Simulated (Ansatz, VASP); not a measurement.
**ZrC3: VASP beside Ansatz**

```
Zr C
1.0
     2.46279    1.42189    2.33881
    -2.46279    1.42189    2.33881
     0.00000   -2.84379    2.33881
Zr C
1 3
Direct
  0.44067 0.44067 0.44067
  0.00734 0.77840 0.14287
  0.77840 0.14287 0.00734
  0.14287 0.00734 0.77840
```

Alike in both runs: task relaxation of cell and atoms; functional PBE; k mesh 6 × 6 × 6; occupations gaussian, width 0.1 eV; no spin polarisation.

|  | VASP | Ansatz |
| --- | --- | --- |
| version | VASP 6.6.1 | Ansatz 0.2.0 |
| potentials or method | VASP PAW PBE potentials, release 64 (Zr_sv, C), cutoff 600 eV | scalar-relativistic, plane waves, PAW |
| valence electrons in the cell | 24 | 24 |

Ansatz gave:

```
gap on the k mesh at the Fermi level, each at its own relaxed structure (eV) : none
relaxed volume (Å³/atom)                                                     : 11.29
relaxed cell length with the largest relative difference (Å)                 : 3.673
```

Problem. Which values does VASP return?

Solution. gap on the k mesh at the Fermi level, each at its own relaxed structure (eV): none; relaxed volume (Å³/atom): 11.28; relaxed cell length with the largest relative difference (Å): 3.673.

A gap of «none» marks a metal or a gap that the smearing closes.
